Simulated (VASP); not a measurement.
C: single point with r2SCAN

Crystal: C.

```
C
1.0
     0.00000    1.78014    1.83355
     1.78014    0.00000    1.83355
     1.78014    1.78014    0.00000
C
2
Direct
  0.50000 0.50000 0.50000
  0.75000 0.75000 0.75000
```

This cell differs from its parent crystal: strain +0.0300 x Voigt [0, 0, 1, 0, 0, 0].

```
Program                : VASP 6.6.1
Task                   : single point
Functional             : r2SCAN
Potentials or basis    : VASP PAW PBE potentials, release 64 (C)
Cutoff                 : 520 eV
k mesh                 : 12 × 12 × 12
Occupations            : gaussian, width 0.05 eV
Spin                   : no spin polarisation
Dipole correction      : no
Further INCAR settings : ALGO = Normal; EDIFF = 1e-06; NBANDS = 11
```

```yaml
Pressure: -11.6 GPa
Band_gap_on_the_k_mesh: 3.90 eV, indirect (least direct gap 5.49 eV)
```

Stress tensor (GPa, compression positive):
```
 -1.85   0.00   0.00
  0.00  -1.85   0.00
  0.00   0.00 -31.02
```

Levels at points of the mesh, in eV from the valence-band top:
| k point | band 1 | band 2 | band 3 | band 4 | band 5 | band 6 | band 7 | band 8 |
| --- | --- | --- | --- | --- | --- | --- | --- | --- |
| (0.00, 0.00, 0.00) | -22.52 | -0.47 | 0.00 | 0.00 | 5.49 | 5.49 | 5.88 | 13.07 |
| (0.50, 0.00, 0.00) | -16.71 | -13.93 | -3.35 | -2.79 | 7.99 | 8.73 | 9.13 | 16.31 |
| (0.50, 0.50, 0.00) | -13.87 | -13.87 | -6.36 | -6.36 | 5.26 | 5.26 | 17.22 | 17.22 |
| (0.50, 0.00, 0.50) | -13.41 | -13.41 | -6.81 | -6.81 | 4.56 | 4.56 | 17.34 | 17.34 |

Wall time 88 s on 1 thread of Intel(R) Xeon(R) Platinum 8259CL CPU @ 2.50GHz (Skylake/Cascade Lake), with other jobs on the host, peak memory 0.13 GiB.

Caveat: the cell differs from its parent crystal (strain +0.0300 x Voigt [0, 0, 1, 0, 0, 0]); the PAW data sets were made with another functional, which shifts forces and pressure a little. A k mesh can miss the band edges.
